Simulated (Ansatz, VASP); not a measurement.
## In3Cu: VASP beside Ansatz

File INCAR:

```
SYSTEM = In3Cu
PREC = Accurate
ENCUT = 600
EDIFF = 1E-6
ISMEAR = 0
SIGMA = 0.2
LREAL = .False.
LASPH = .True.
NELM = 120
ALGO = Normal
ISIF = 2
LWAVE = .False.
LCHARG = .False.
GGA = RP
NBANDS = 33
GGA_COMPAT = .False.
```

The input KPOINTS:

```
Automatic mesh
0
Gamma
  5 5 5
  0 0 0
```

POSCAR

```
In3Cu
1.0
    4.4827700000      0.0000000000      0.0000000000
    0.0000000000      4.4827700000      0.0000000000
    0.0000000000      0.0000000000      4.4827700000
In Cu
3 1
Direct
    0.0000000000      0.5000000000      0.5000000000
    0.5000000000      0.0000000000      0.5000000000
    0.5000000000      0.5000000000      0.0000000000
    0.0000000000      0.0000000000      0.0000000000
```

Input for Ansatz:

```yaml
crystal:
  lattice:
    bravais: cubic
    a: 4.48277
  space_group: 221
  atoms:
    - { symbol: In, position: [0.0, 0.5, 0.5] }
    - { symbol: Cu, position: [0.0, 0.0, 0.0] }
kpoints:
  mp_grid:
    grid: [5, 5, 5]
hamiltonian:
  xc: rpbe
scf:
  occupations:
    method: gaussian
    width: 0.2
output:
  stress: true
```

Alike in both runs: task single point; functional RPBE; k mesh 5 × 5 × 5; occupations gaussian, width 0.2 eV; no spin polarisation.

|  | VASP | Ansatz |
| --- | --- | --- |
| version | VASP 6.6.1 | Ansatz 0.2.0 |
| potentials or method | VASP PAW PBE potentials, release 64 (In_d, Cu) | plane waves, PAW |
| plane-wave cutoff (eV) | 600 | 420 |
| valence electrons in the cell | 50 | 58 |

```csv
,VASP,Ansatz,Ansatz less VASP
pressure (GPa),2.9,2.9,-0.08
```

VASP's potentials were made for PBE, not for RPBE. The functional is the same, so the differences come from potentials, cutoffs and numerics. VASP's potentials hold 50 valence electrons a cell and Ansatz's 58, so a difference there can come from the potentials and not from the codes.
